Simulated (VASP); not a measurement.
Set up this calculation in VASP 6.6.1, as the native input.

- Task: single point
- Functional: LDA
- Potentials or basis: VASP PAW LDA potentials, release 64 (Sn_d, Se)
- Cutoff: 520 eV
- k mesh: 6 × 6 × 4
- Occupations: gaussian, width 0.05 eV
- Spin: no spin polarisation
- Dipole correction: no
- Further INCAR settings: ALGO = Normal; EDIFF = 1e-07; NBANDS = 28

The structure of SnSe lies in POSCAR:

```
SnSe
1.0
    4.3155959066      0.0000000000      0.0000000000
    0.0000000000      4.3155959066      0.0000000000
    0.0000000000      0.0000000000     10.8149285598
Sn Se
2 2
Direct
    0.5000000000      0.0000000000      0.3781633345
    0.0000000000      0.5000000000      0.6218366655
    0.5000000000      0.0000000000      0.6217782147
    0.0000000000      0.5000000000      0.3782217853
```

This cell differs from its parent crystal: strain +0.030 along x and y, -0.015 along z.

The input as run:

INCAR

```
PREC = Accurate
ENCUT = 520
EDIFF = 1E-7
ISMEAR = 0
SIGMA = 0.05
LREAL = F
LASPH = T
NELM = 100
ALGO = Normal
ISIF = 2
LWAVE = F
LCHARG = T
GGA = CA
LELF = T
LVHAR = T
NBANDS = 28
```

KPOINTS

```
Automatic mesh
0
Gamma
  6 6 4
```

Potentials or basis: VASP PAW LDA potentials, release 64 (Sn_d, Se).

Run with:

```bash
$ cat potpaw_LDA.64/Sn_d/POTCAR potpaw_LDA.64/Se/POTCAR > POTCAR
$ mpirun -np 1 vasp_std > vasp.out
```

It gave:

The largest force is 0.134 eV/Å. The band gap on the k mesh is 1.41 eV, direct.

Caveat: the cell differs from its parent crystal (strain +0.030 along x and y, -0.015 along z); spin-orbit coupling is left out, which moves the levels of the heavy elements.

Wall time 92 s on 1 thread of Intel(R) Xeon(R) 6975P-C (Granite Rapids) (shared host), peak memory 0.31 GiB.
